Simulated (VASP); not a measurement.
# Ga16H (a cell with a defect) in VASP: notebook

Ga16H (a cell with a defect) is run at these levels: PBE+D3(BJ); tasks: single point.

Everything below comes from runs of VASP 6.6.1. Logs are shortened: lines on timing, memory, paths and dates and some standing lists are left out, and cuts for length are marked.

**1. The cell of the first run**

The cell holds a defect, 17 atoms: a = 5.800 Å, b = 8.130 Å, c = 6.340 Å, α = 90.00°, β = 90.00°, γ = 90.00°.

**2. Single point, PBE+D3(BJ)**

Contents of INCAR:

```
PREC = Accurate
ENCUT = 520
EDIFF = 1E-6
ISMEAR = -1
SIGMA = 0.1
LREAL = Auto
LASPH = T
NELM = 80
ALGO = Normal
ISIF = 2
LWAVE = F
LCHARG = F
GGA = PE
IVDW = 12
NBANDS = 118
```

Contents of KPOINTS:

```
regular mesh
0
Gamma
  3 2 3
```

Contents of POSCAR:

```
Ga16H
1.0
   -5.8000000000      0.0000000000      0.0000000000
    0.0000000000     -8.1300000000      0.0000000000
    0.0000000000      0.0000000000      6.3400000000
Ga H
16 1
Direct
    0.5233762187      0.8569953211      0.1137980693
    0.4994498688      0.1346425634      0.3502793724
    0.5303521967      0.8762302646      0.6170519582
    0.4963617442      0.1363492715      0.8734316510
    0.2070034531      0.3701459077      0.1887886919
    0.2539993761      0.6542066247      0.3977271546
    0.2413557085      0.3600671125      0.6295698548
    0.2830173902      0.6388070130      0.8546758960
    0.0226080321      0.8675795265      0.1257524830
   -0.0265462530      0.1313449765      0.4009486771
    0.0274850685      0.8805061059      0.6446948169
    0.0047252506      0.1494127539      0.9122325338
    0.7224098931      0.3830867830      0.1222724819
    0.7697188739      0.6421559382      0.3812135532
    0.7389291196      0.3639871853      0.6268399224
    0.7932892987      0.6384842542      0.8538443138
    0.4074491602      0.4808564981      0.0268315696
```

Potentials or basis: VASP PAW PBE potentials, release 64 (Ga_d, H).

Launch:

```console
> cat potpaw_PBE.64/Ga_d/POTCAR potpaw_PBE.64/H/POTCAR > POTCAR
> mpirun -np 1 vasp_std > vasp.out
```

OUTCAR:

```text
PREC = Accurate
   ENCUT = 520
   EDIFF = 1E-6
   ISMEAR = -1
   LREAL = Auto
   LASPH = T
   NELM = 80
   ISIF = 2
   GGA = PE
   IVDW = 12
 IVDW          = 12

 ion  position               nearest neighbor table
   1  0.523  0.857  0.114-   2 2.71   4 2.74   8 2.79  14 2.82  16 2.88   9 2.90   6 2.90   9 2.91

   2  0.499  0.135  0.350-   3 2.70   1 2.71   5 2.76  10 2.77  13 2.80  15 2.91
   3  0.530  0.876  0.617-   4 2.67   2 2.70   6 2.79  14 2.79   8 2.84  16 2.88  11 2.89
   4  0.496  0.136  0.873-   3 2.67   1 2.74  15 2.80   7 2.81  12 2.86  13 2.87
   5  0.207  0.370  0.189-  17 1.79   6 2.68  10 2.72   2 2.76  12 2.77   7 2.80  13 2.84
   6  0.254  0.654  0.398-   5 2.68  11 2.75   3 2.79   9 2.79   7 2.81  14 2.81   1 2.90   8 2.90

   7  0.241  0.360  0.630-   8 2.69   5 2.80   6 2.81   4 2.81  10 2.82  12 2.83  15 2.89  15 2.91

   8  0.283  0.639  0.855-  17 1.83   7 2.69   1 2.79  11 2.80   3 2.84  16 2.84   6 2.90
   9  0.023  0.868  0.126-  12 2.66  10 2.78   6 2.79  14 2.85  16 2.87   1 2.90   1 2.91
  10  0.973  0.131  0.401-  11 2.58   5 2.72  15 2.73   2 2.77   9 2.78   7 2.82
  11  0.027  0.881  0.645-  10 2.58  16 2.73   6 2.75  12 2.77   8 2.80   3 2.89
  12  0.005  0.149  0.912-   9 2.66   5 2.77  11 2.77   7 2.83  13 2.84   4 2.86
  13  0.722  0.383  0.122-  14 2.68  16 2.72   2 2.80  12 2.84   5 2.84   4 2.87
  14  0.770  0.642  0.381-  13 2.68  15 2.75   3 2.79   6 2.81   1 2.82   9 2.85
  15  0.739  0.364  0.627-  16 2.67  10 2.73  14 2.75   4 2.80   7 2.89   2 2.91   7 2.91
  16  0.793  0.638  0.854-  15 2.67  13 2.72  11 2.73   8 2.84   9 2.87   3 2.88   1 2.88
  17  0.407  0.481  0.027-   5 1.79   8 1.83

  LATTYP: Found a simple orthorhombic cell.
 ALAT       =     5.8000000000
 B/A-ratio  =     1.0931034483
 C/A-ratio  =     1.4017241379

  Lattice vectors:

 A1 = (   5.8000000000,   0.0000000000,   0.0000000000)
 A2 = (   0.0000000000,   0.0000000000,   6.3400000000)
 A3 = (   0.0000000000,  -8.1300000000,   0.0000000000)

Analysis of symmetry for initial positions (statically):
=====================================================================
 Subroutine PRICEL returns:
 Original cell was already a primitive cell.

 Routine SETGRP: Setting up the symmetry group for a
 simple orthorhombic supercell.

 Subroutine GETGRP returns: Found  1 space group operations
 (whereof  1 operations were pure point group operations)
 out of a pool of  8 trial point group operations.

The static configuration has the point symmetry C_1 .

Analysis of symmetry for dynamics (positions and initial velocities):
=====================================================================
 Subroutine PRICEL returns:
 Original cell was already a primitive cell.

 Routine SETGRP: Setting up the symmetry group for a
 simple orthorhombic supercell.

 Subroutine GETGRP returns: Found  1 space group operations
 (whereof  1 operations were pure point group operations)
 out of a pool of  8 trial point group operations.

The dynamic configuration has the point symmetry C_1 .

 Subroutine INISYM returns: Found  1 space group operations
 (whereof  1 operations are pure point group operations),
 and found     1 'primitive' translations

----------------------------------------------------------------------------------------

                                     Primitive cell

  volume of cell :     298.9564

  direct lattice vectors                    reciprocal lattice vectors
    -5.800000000  0.000000000  0.000000000    -0.172413793  0.000000000  0.000000000
     0.000000000 -8.130000000  0.000000000     0.000000000 -0.123001230  0.000000000
     0.000000000  0.000000000  6.340000000     0.000000000  0.000000000  0.157728707

  length of vectors
     5.800000000  8.130000000  6.340000000     0.172413793  0.123001230  0.157728707

  position of ions in fractional coordinates (direct lattice)
     0.523376219  0.856995321  0.113798069
     0.499449869  0.134642563  0.350279372
     0.530352197  0.876230265  0.617051958
     0.496361744  0.136349272  0.873431651
     0.207003453  0.370145908  0.188788692
     0.253999376  0.654206625  0.397727155
[... 9 lines left out ...]
     0.793289299  0.638484254  0.853844314
     0.407449160  0.480856498  0.026831570

  ion indices of the primitive-cell ions
   primitive index   ion index
                 1           1
                 2           2
                 3           3
                 4           4
                 5           5
                 6           6
[... 9 lines left out ...]
                16          16
                17          17

----------------------------------------------------------------------------------------

 KPOINTS: regular mesh

Automatic generation of k-mesh.
 Grid dimensions read from file:
 generate k-points for:    3    2    3

 Generating k-lattice:

  Cartesian coordinates                     Fractional coordinates (reciprocal lattice)
    -0.057471264  0.000000000  0.000000000     0.333333333  0.000000000  0.000000000
     0.000000000 -0.061500615  0.000000000     0.000000000  0.500000000  0.000000000
     0.000000000  0.000000000  0.052576236     0.000000000  0.000000000  0.333333333

  Length of vectors
     0.057471264  0.061500615  0.052576236

  Shift w.r.t. Gamma in fractional coordinates (k-lattice)
     0.000000000  0.000000000  0.000000000

 Subroutine IBZKPT returns following result:
 ===========================================

 Found     10 irreducible k-points:

 Following reciprocal coordinates:
            Coordinates               Weight
  0.000000  0.000000  0.000000      1.000000
  0.333333  0.000000  0.000000      2.000000
  0.000000  0.500000  0.000000      1.000000
  0.333333  0.500000  0.000000      2.000000
  0.000000  0.000000  0.333333      2.000000
  0.333333  0.000000  0.333333      2.000000
  0.333333  0.000000 -0.333333      2.000000
  0.000000  0.500000  0.333333      2.000000
  0.333333  0.500000  0.333333      2.000000
  0.333333  0.500000 -0.333333      2.000000
   k-points           NKPTS =     10   k-points in BZ     NKDIM =     10   number of bands    NBANDS=    118
   number of dos      NEDOS =    301   number of ions     NIONS =     17
   total plane-waves  NPLWV = 138240
   dimension x,y,z NGX =    48 NGY =   60 NGZ =   48
   dimension x,y,z NGXF=    96 NGYF=  120 NGZF=   96
   ions per type =              16   1
   NGX,Y,Z   is equivalent  to a cutoff of  13.76, 12.27, 12.59 a.u.
   NGXF,Y,Z  is equivalent  to a cutoff of  27.52, 24.54, 25.17 a.u.
 SYSTEM =  unknown system
   PREC   = accura    normal or accurate (medium, high low for compatibility)
   ISTART =      0    job   : 0-new  1-cont  2-samecut
   ICHARG =      2    charge: 1-file 2-atom 10-const
   ISPIN  =      1    spin polarized calculation?
   LNONCOLLINEAR =      F non collinear calculations
   LSORBIT =      F    spin-orbit coupling
   LASPH  =      T    aspherical Exc in radial PAW
   ENCUT  =  520.0 eV  38.22 Ry    6.18 a.u.  10.78 15.12 11.79*2*pi/ulx,y,z
   NELM   =     80;   NELMIN=  2; NELMDL= -5     # of ELM steps
   EDIFF  = 0.1E-05   stopping-criterion for ELM
   LREAL  =      T    real-space projection
   EDIFFG = 0.1E-04   stopping-criterion for IOM
   NSW    =      0    number of steps for IOM
   IBRION =     -1    ionic relax: 0-MD 1-quasi-New 2-CG
   NFREE  =      0    steps in history (QN), initial steepest desc. (CG)
   ISIF   =      2    stress and relaxation
   ISYM   =      2    0-nonsym 1-usesym 2-fastsym
   POTIM  = 0.5000    time-step for ionic-motion
   TEBEG  =    0.0;   TEEND  =   0.0 temperature during run
   PSTRESS=    0.0 pullay stress
   NELECT =     209.0000    total number of electrons
   NUPDOWN=      -1.0000    fix difference up-down
   EMIN   =  10.00;   EMAX   =-10.00  energy-range for DOS
   EFERMI =   0.00;   METHOD = LEGACY
   ISMEAR =    -1;   SIGMA  =   0.10  broadening in eV -4-tet -1-fermi 0-gaus
   EFERMI_NEDOS =   21; number of points for ismear=-14 and -15
   IALGO  =     38    algorithm
   IMIX   =      4    mixing-type and parameters
     AMIX     =   0.40;   BMIX     =  1.00
     AMIX_MAG =   1.60;   BMIX_MAG =  1.00
  volume/ion in A,a.u.               =      17.59       118.67
  Fermi-wavevector in a.u.,A,eV,Ry     =   1.452962  2.745701 28.723249  2.111099
  Thomas-Fermi vector in A             =   2.570284
   LORBIT       =      0    0 simple, 1 ext, 2 COOP (PROOUT), +10 PAW based schemes
   GGA     = PE    functional components
   LHFCALC =     F    Hartree Fock is set to
   AEXX    =    0.0000 exact exchange contribution
   IVDW    =    12    specifies the selected vdW correction
   LEPSILON=     F    determine dielectric tensor
   LRPA    =     F    only Hartree local field effects (RPA)
 non-spin polarized calculation
  energy-cutoff  :      520.00
  volume of cell :      298.96
 maximum number of plane-waves:      8080
 NGX is ok and might be reduce to    48
   NGX = 21   NGY = 31   NGZ = 23

 number of electron     209.0000021 magnetization

 Free energy of the ion-electron system (eV)
  ---------------------------------------------------
  ext. energy  EPLUGINS =         0.00000000
  ---------------------------------------------------
  free energy    TOTEN  =       -48.68823607 eV

  energy without entropy =      -48.46564575  energy(sigma->0) =      -48.57694091

 E-fermi :   5.5994     XC(G=0): -11.0550

 val. band max:        5.5881983299   @ k =   0.3333   0.5000   0.3333
 cond. band min:       5.6467933285   @ k =   0.3333   0.5000  -0.3333
 fundamental gap:      0.0585949986
 Fermi energy:         5.5994115779

 k-point     1 :       0.0000    0.0000    0.0000
  band No.  band energies     occupation
      1      -9.5417      2.00000
      2      -9.5135      2.00000
      3      -9.5066      2.00000
      4      -9.4932      2.00000
      5      -9.4823      2.00000
      6      -9.4713      2.00000
[... 108 lines left out ...]
    115       8.3756      0.00000
    116       8.5336      0.00000

 k-point     2 :       0.3333    0.0000    0.0000
  band No.  band energies     occupation
      1      -9.5303      2.00000
      2      -9.4948      2.00000
      3      -9.4852      2.00000
      4      -9.4760      2.00000
      5      -9.4640      2.00000
      6      -9.4471      2.00000
[... 944 lines left out ...]
 k-point    10 :       0.3333    0.5000   -0.3333
  band No.  band energies     occupation
      1      -9.5232      2.00000
      2      -9.4946      2.00000
      3      -9.4580      2.00000
      4      -9.4423      2.00000
      5      -9.4387      2.00000
      6      -9.4334      2.00000
[... 108 lines left out ...]
    115       8.4778      0.00000
    116       8.6450      0.00000
 [bands above 116 left out]

------------------------ aborting loop because EDIFF is reached ----------------------------------------

 Edisp (eV)   -5.06803

 E8    (eV) :    -2.3545

  FORCE on cell =-STRESS in cart. coord.  units (eV):
  Direction    XX          YY          ZZ          XY          YZ          ZX
  --------------------------------------------------------------------------------------
  -------------------------------------------------------------------------------------
  Total       3.87093     4.52027    -2.72158    -0.52293     1.50358     0.65187
  in kB      20.74520    24.22519   -14.58561    -2.80250     8.05804     3.49355
  external pressure =       10.13 kB  Pullay stress =        0.00 kB

 VOLUME and BASIS-vectors are now :
 -----------------------------------------------------------------------------
  energy-cutoff  :      520.00
  volume of cell :      298.96
      direct lattice vectors                 reciprocal lattice vectors
    -5.800000000  0.000000000  0.000000000    -0.172413793  0.000000000  0.000000000
     0.000000000 -8.130000000  0.000000000     0.000000000 -0.123001230  0.000000000
     0.000000000  0.000000000  6.340000000     0.000000000  0.000000000  0.157728707

 POSITION                                       TOTAL-FORCE (eV/Angst)
 -----------------------------------------------------------------------------------
     -3.03558     -6.96737      0.72148        -0.001901      0.018910      0.013993
     -2.89681     -1.09464      2.22077         0.035847     -0.003408     -0.004321
     -3.07604     -7.12375      3.91211        -0.027336     -0.073978      0.007241
     -2.87890     -1.10852      5.53756        -0.004395     -0.018424      0.002251
     -1.20062     -3.00929      1.19692         0.025009     -0.002900     -0.003003
     -1.47320     -5.31870      2.52159        -0.050487      0.039020     -0.017537
[... 9 lines left out ...]
     -4.60108     -5.19088      5.41337         0.032639      0.011637      0.016832
     -2.36321     -3.90936      0.17011        -0.001844      0.027937      0.022834
 -----------------------------------------------------------------------------------
    total drift:                               -0.001278     -0.002519     -0.001540

  FREE ENERGIE OF THE ION-ELECTRON SYSTEM (eV)
  ---------------------------------------------------
  free  energy   TOTEN  =       -53.7562672691 eV

  energy  without entropy=      -53.5336769485  energy(sigma->0) =      -53.64497211
```

Run time: 7 min. Hardware: 1 thread of AMD EPYC 9R45 (Zen 5), shared host; peak memory 0.45 GiB.

What came out:

```yaml
Free_energy: -53.7563 eV
Pressure: 1.0 GPa
Largest_force: 0.079 eV/Å
Band_gap_on_the_k_mesh: zero (an odd number of electrons rules out a gap without spin polarisation)
Dispersion_energy_per_atom: -0.298 eV
```

Forces on the atoms (eV/Å):
```
Ga  -0.002  0.019  0.014
Ga   0.036 -0.003 -0.004
Ga  -0.027 -0.074  0.007
Ga  -0.004 -0.018  0.002
Ga   0.025 -0.003 -0.003
Ga  -0.050  0.039 -0.018
Ga  -0.016  0.002  0.034
Ga  -0.006 -0.036 -0.014
Ga  -0.001 -0.005 -0.006
Ga  -0.001  0.026 -0.018
Ga   0.014 -0.065  0.026
Ga  -0.005  0.001 -0.047
Ga  -0.040  0.039  0.003
Ga   0.029  0.036 -0.022
Ga   0.019  0.003  0.005
Ga   0.033  0.012  0.017
H   -0.002  0.028  0.023
```

Stress tensor (GPa, compression positive):
```
 2.07 -0.28  0.35
-0.28  2.42  0.81
 0.35  0.81 -1.46
```

Levels at points of the mesh, in eV from the Fermi level:
| k point | band 101 | band 102 | band 103 | band 104 | band 105 | band 106 | band 107 | band 108 |
| --- | --- | --- | --- | --- | --- | --- | --- | --- |
| (0.00, 0.00, 0.00) | -1.53 | -1.26 | -1.16 | -1.06 | -0.98 | 0.16 | 0.61 | 0.84 |
| (0.00, 0.50, 0.00) | -1.80 | -1.69 | -1.60 | -1.57 | -1.51 | -1.37 | -0.61 | -0.34 |

Caveat: the k points lie up to 0.39 Å⁻¹ apart, too coarse for converged energies and pressures of a metal.

**3. Single point, PBE+D3(BJ)**

Contents of INCAR:

```
ALGO     = Normal         # electronic algorithm
EDIFF    = 1E-6           # SCF threshold, eV
ENCUT    = 520            # plane-wave cutoff, eV
GGA      = PE             # functional
ISIF     = 2              # what is computed and relaxed
ISMEAR   = -1             # smearing method
IVDW     = 12             # dispersion correction
LASPH    = True           # aspherical terms in the spheres
LCHARG   = False          # write CHGCAR
LREAL    = Auto         
LWAVE    = False          # write WAVECAR
NBANDS   = 118            # bands
NELM     = 100            # most SCF steps
PREC     = Accurate       # precision mode
SIGMA    = 0.1            # smearing width, eV
```

Contents of KPOINTS:

```
k-points
0
Gamma
  3 2 3
```

Contents of POSCAR:

```
Ga16H
1.0
   -5.8000000000      0.0000000000      0.0000000000
    0.0000000000     -8.1300000000      0.0000000000
    0.0000000000      0.0000000000      6.3400000000
Ga H
16 1
Direct
    0.4828793103      0.9003321033      0.1262145110
    0.4094655172      0.1871094711      0.4493059937
    0.5465517241      0.9280442804      0.6494479495
    0.4827586207      0.1317835178      0.9615772871
    0.1927241379      0.3947478475      0.1769242902
    0.2809137931      0.8029028290      0.2507255521
    0.3862241379      0.6231611316      0.5915772871
    0.3549655172      0.6569864699      0.9176971609
   -0.0876724138      0.8342189422      0.2024447950
    0.0111379310      0.1081303813      0.3464511041
   -0.0673620690      0.8587207872      0.5761041009
    0.1171206897      0.0880073801      0.7642744479
    0.7354827586      0.3915006150      0.1140694006
    0.7512241379      0.6237884379      0.4597160883
    0.7236206897      0.3199015990      0.5758517350
    0.7690862069      0.6491635916      0.8894321767
  -22.0248793103    -28.6434440344     29.7023186120
```

Potentials or basis: VASP PAW PBE potentials, release 64 (Ga_d, H).

Launch:

```console
> cat potpaw_PBE.64/Ga_d/POTCAR potpaw_PBE.64/H/POTCAR > POTCAR
> mpirun -np 1 vasp_std > vasp.out
```

Run time: 7.9 min. Hardware: 1 thread of AMD EPYC 9R45 (Zen 5), shared host; peak memory 0.45 GiB.

Results (log left out):

```yaml
Free_energy: -39.5521 eV
Pressure: 20.3 GPa
Largest_force: 29.231 eV/Å
Band_gap_on_the_k_mesh: zero (an odd number of electrons rules out a gap without spin polarisation)
Dispersion_energy_per_atom: -0.299 eV
```

Forces on the atoms (eV/Å):
```
Ga  -22.737 -12.646 -12.923
Ga    0.566   0.093  -0.647
Ga    1.199  -0.189   0.295
Ga   -0.679  -4.094  -1.130
Ga   -0.297  -0.530  -0.122
Ga   18.944  15.552  15.930
Ga    2.264   1.056  -3.927
Ga    2.036   0.877   3.377
Ga    3.202   0.056  -2.377
Ga    0.883  -1.347  -0.727
Ga   -1.901  -0.231   2.397
Ga    0.477  -0.700   0.561
Ga    0.203   0.724   0.187
Ga   -1.067   1.927  -1.510
Ga   -1.776  -0.687   0.842
Ga   -1.660  -0.155  -0.105
H     0.343   0.296  -0.119
```

Stress tensor (GPa, compression positive):
```
26.84 10.52 10.06
10.52 17.19  5.84
10.06  5.84 16.92
```

Levels at points of the mesh, in eV from the Fermi level:
| k point | band 101 | band 102 | band 103 | band 104 | band 105 | band 106 | band 107 | band 108 |
| --- | --- | --- | --- | --- | --- | --- | --- | --- |
| (0.00, 0.00, 0.00) | -1.57 | -1.30 | -0.82 | -0.62 | 0.03 | 0.10 | 0.23 | 0.41 |
| (0.00, 0.50, 0.00) | -1.93 | -1.66 | -1.19 | -1.03 | -0.80 | -0.22 | 0.00 | 0.33 |

Caveat: the k points lie up to 0.39 Å⁻¹ apart, too coarse for converged energies and pressures of a metal; atoms lie so close that the PAW spheres overlap strongly, which falsifies energies and pressures; the atoms stand as in a frame of molecular dynamics.

The gap in the log of VASP goes by the Fermi energy; the results here count the filled bands.